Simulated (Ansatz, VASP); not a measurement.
# One calculation of HgTe, two programs

POSCAR

```
HgTe
1.0
    3.7903382814      0.0000000000      0.0000000000
    0.0000000000      3.7903382814      0.0000000000
    0.0000000000      0.0000000000      3.7903382814
Hg Te
1 1
Direct
    0.0000000000      0.0000000000      0.0000000000
    0.5000000000      0.5000000000      0.5000000000
```

File INCAR.step1:

```
  PREC = Accurate
  ENCUT = 520
  EDIFF = 1E-5
  ISMEAR = -1
  SIGMA = 0.02
  LREAL = False
  LASPH = True
  NELM = 100
  ALGO = Normal
  ISIF = 2
  LWAVE = True
  LCHARG = False
  NBANDS = 16
  GGA = PE
```

The input INCAR.step2:

```
  PREC = Accurate
  ENCUT = 520
  EDIFF = 1E-6
  ISMEAR = -1
  SIGMA = 0.02
  LREAL = False
  LASPH = True
  NELM = 100
  ALGO = Normal
  ISIF = 2
  LWAVE = False
  LCHARG = False
  GGA = PE
  LHFCALC = True
  AEXX = 1.0
  HFSCREEN = 0.3
  PRECFOCK = Normal
  NBANDS = 16
  ISTART = 1
  ALDAC = 1.0
  AGGAC = 1.0
```

Contents of KPOINTS:

```
regular mesh
0
Gamma
  4 4 4
```

Input for Ansatz:

```yaml
crystal:
  lattice:
    - [3.7903382814, 0.0, 0.0]
    - [0.0, 3.7903382814, 0.0]
    - [0.0, 0.0, 3.7903382814]
  atoms:
    - { symbol: Hg, position: [0.0, 0.0, 0.0] }
    - { symbol: Te, position: [0.5, 0.5, 0.5] }
kpoints:
  mp_grid: { grid: [4, 4, 4] }
hamiltonian:
  xc: { exchange: pbe, correlation: pbe, exx: { coeff: 1.0, omega: 0.3 } }
scf:
  occupations: { method: fermi_dirac, width: 0.02 }
  n_extra_bands: 4
output:
  forces: true
  stress: true
  eigenvalues: true
```

Alike in both runs: task single point; functional PBE-based screened hybrid; k mesh 4 × 4 × 4; occupations fermi-dirac, width 0.02 eV; no spin polarisation.

|  | VASP | Ansatz |
| --- | --- | --- |
| version | VASP 6.6.1 | Ansatz 0.2.0 |
| potentials or method | VASP PAW PBE potentials, release 64 (Hg, Te) | plane waves |
| plane-wave cutoff (eV) | 520 | 420 |
| valence electrons in the cell | 18 | 36 |

|  | VASP | Ansatz | Ansatz less VASP |
| --- | --- | --- | --- |
| pressure (GPa) | -12.4 | -2.4 | +9.97 |

VASP's potentials were made for PBE, not for PBE-based screened hybrid. With one functional, cell and mesh, what is left measures potentials, basis and numerics. VASP's potentials hold 18 valence electrons a cell and Ansatz's 36, so a difference there can come from the potentials and not from the codes. Ansatz's warnings: filled band counts differ across k points, stress exchange threshold loose, stress scf threshold loose.

The k mesh is coarse, so the values compare programs but aren't converged. Neither program's run includes spin-orbit coupling.
